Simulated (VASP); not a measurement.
Here is a VASP 6.6.1 calculation.

Contents of POSCAR:

```
BiTe
1.0
    0.0000000000      3.2350000000      3.2350000000
    3.2350000000      0.0000000000      3.2350000000
    3.2350000000      3.2350000000      0.0000000000
Bi Te
1 1
Direct
    0.0000000000      0.0000000000      0.0000000000
    0.5000000000      0.5000000000      0.5000000000
```

The input INCAR.step1:

```
PREC = Accurate ; ENCUT = 520
EDIFF = 1E-5 ; ISMEAR = -1
SIGMA = 0.05 ; LREAL = False
LASPH = True ; NELM = 60
ALGO = Normal ; ISIF = 2
LWAVE = True ; LCHARG = False
NBANDS = 18 ; GGA = PE
```

Contents of INCAR.step2:

```
PREC = Accurate ; ENCUT = 520
EDIFF = 1E-6 ; ISMEAR = -1
SIGMA = 0.05 ; LREAL = False
LASPH = True ; NELM = 60
ALGO = Normal ; ISIF = 2
LWAVE = False ; LCHARG = False
GGA = PE ; LHFCALC = True
HFSCREEN = 0.2079 ; PRECFOCK = Normal
NBANDS = 18 ; ISTART = 1
```

Contents of KPOINTS:

```
Automatic mesh
0
Gamma
  4 4 4
```

Potentials or basis: VASP PAW PBE potentials, release 64 (Bi_d, Te).

Run with:

```console
$ cat potpaw_PBE.64/Bi_d/POTCAR potpaw_PBE.64/Te/POTCAR > POTCAR
$ cp INCAR.step1 INCAR
$ mpirun -np 1 vasp_std > vasp.out
$ cp INCAR.step2 INCAR
$ mpirun -np 1 vasp_std > vasp.out
```

Problem. What does it give for the band gap on the k mesh?

Solution. Zero (an odd number of electrons rules out a gap without spin polarisation).

Problem. Predict the pressure.

Solution. -1.5 GPa.

Caveat: the k points lie up to 0.42 Å⁻¹ apart, too coarse for converged energies and pressures of a metal; the PAW data sets were made with another functional, which shifts forces and pressure a little; spin-orbit coupling is left out, which moves the levels of the heavy elements.
